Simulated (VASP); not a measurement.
Input of a VASP 6.6.1 run:

File POSCAR:

```
SiC
1.0
    0.0000000000      1.9288921332      1.9288921332
    1.9288921332      0.0000000000      1.9288921332
    1.9288921332      1.9288921332      0.0000000000
C Si
1 1
Direct
    0.0000000000      0.0000000000      0.0000000000
    0.5000000000      0.5000000000      0.5000000000
```

INCAR.step1

```
SYSTEM = SiC
  PREC = Accurate
  ENCUT = 520
  ISMEAR = 0
  SIGMA = 0.05
  LREAL = .False.
  LASPH = .True.
  NELM = 60
  NBANDS = 11
  GGA = PE
  ALGO = Normal
  EDIFF = 1E-4
  LWAVE = .True.
  LCHARG = .False.
```

Contents of INCAR.step2:

```
SYSTEM = SiC
  PREC = Accurate
  ENCUT = 520
  EDIFF = 1E-6
  ISMEAR = 0
  SIGMA = 0.05
  LREAL = .False.
  LASPH = .True.
  NELM = 60
  ALGO = Normal
  ISIF = 2
  LWAVE = .False.
  LCHARG = .False.
  METAGGA = R2SCAN
  LMIXTAU = .True.
  NBANDS = 11
  ISTART = 1
```

Contents of KPOINTS:

```
regular mesh
0
Gamma
  20 20 20
  0 0 0
```

Potentials or basis: VASP PAW PBE potentials, release 64 (C, Si).

Command:

```sh
$ cat potpaw_PBE.64/C/POTCAR potpaw_PBE.64/Si/POTCAR > POTCAR
$ cp INCAR.step1 INCAR
$ mpirun -np 1 vasp_std > vasp.out
$ cp INCAR.step2 INCAR
$ mpirun -np 1 vasp_std > vasp.out
```

(1) Predict the band gap on the k mesh.

(2) Estimate the pressure.

Answers

(1) 0.38 eV (least direct gap 5.58 eV).

(2) 46.4 GPa.

Caveat: the cell stands under pressure; the PAW data sets were made with another functional, which shifts forces and pressure a little.
